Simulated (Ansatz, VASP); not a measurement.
One calculation of NaCl, two programs

File POSCAR:

```
NaCl
1.0
    0.0000000000      2.8549856363      2.8549856363
    2.8549856363      0.0000000000      2.8549856363
    2.8549856363      2.8549856363      0.0000000000
Na Cl
1 1
Direct
    0.0000000000      0.0000000000      0.0000000000
    0.5000000000      0.5000000000      0.5000000000
```

The input INCAR.step1:

```
SYSTEM = NaCl
  PREC = Accurate
  ENCUT = 520
  EDIFF = 1E-5
  ISMEAR = 0
  SIGMA = 0.02
  LREAL = .FALSE.
  LASPH = .TRUE.
  NELM = 80
  ALGO = Normal
  ISIF = 2
  LWAVE = .TRUE.
  LCHARG = .FALSE.
  NBANDS = 14
  GGA = PE
```

INCAR.step2

```
SYSTEM = NaCl
  PREC = Accurate
  ENCUT = 520
  EDIFF = 1E-7
  ISMEAR = 0
  SIGMA = 0.02
  LREAL = .FALSE.
  LASPH = .TRUE.
  NELM = 80
  ALGO = Normal
  ISIF = 2
  LWAVE = .FALSE.
  LCHARG = .FALSE.
  GGA = PE
  LHFCALC = .TRUE.
  HFSCREEN = 0.2079
  PRECFOCK = Normal
  NBANDS = 14
  ISTART = 1
```

File KPOINTS:

```
Automatic mesh
0
G
  4 4 4
  0 0 0
```

Input for Ansatz:

```yaml
crystal:
  lattice:
    - [0.0, 2.8549856363, 2.8549856363]
    - [2.8549856363, 0.0, 2.8549856363]
    - [2.8549856363, 2.8549856363, 0.0]
  atoms:
    - { symbol: Na, position: [0.0, 0.0, 0.0] }
    - { symbol: Cl, position: [0.5, 0.5, 0.5] }
basis:
  ecutwfc: 420
kpoints:
  mp_grid: { grid: [4, 4, 4] }
hamiltonian:
  xc: hse06
scf:
  occupations: { method: gaussian, width: 0.02 }
output:
  forces: true
  stress: true
  eigenvalues: true
```

Alike in both runs: task single point; functional HSE06; k mesh 4 × 4 × 4; occupations gaussian, width 0.02 eV; no spin polarisation.

```csv
,VASP,Ansatz
version,VASP 6.6.1,Ansatz 0.2.0
potentials or method,"VASP PAW PBE potentials, release 64 (Na_pv, Cl), cutoff 520 eV","scalar-relativistic, plane waves, PAW"
valence electrons in the cell,14,16
```

Ansatz gave:

- gap on the k mesh at the Fermi level (eV): 6.33
- least direct gap on the mesh (eV): 6.33
- pressure (GPa): -0.7

Problem. Estimate VASP's values.

Solution. gap on the k mesh at the Fermi level (eV): 6.32; least direct gap on the mesh (eV): 6.32; pressure (GPa): -0.7.

VASP's potentials hold 14 valence electrons a cell and Ansatz's 16, so a difference there can come from the potentials and not from the codes. Ansatz's warnings: stress exchange threshold loose, stress scf threshold loose.

The k mesh is coarse, so the values compare programs but aren't converged.
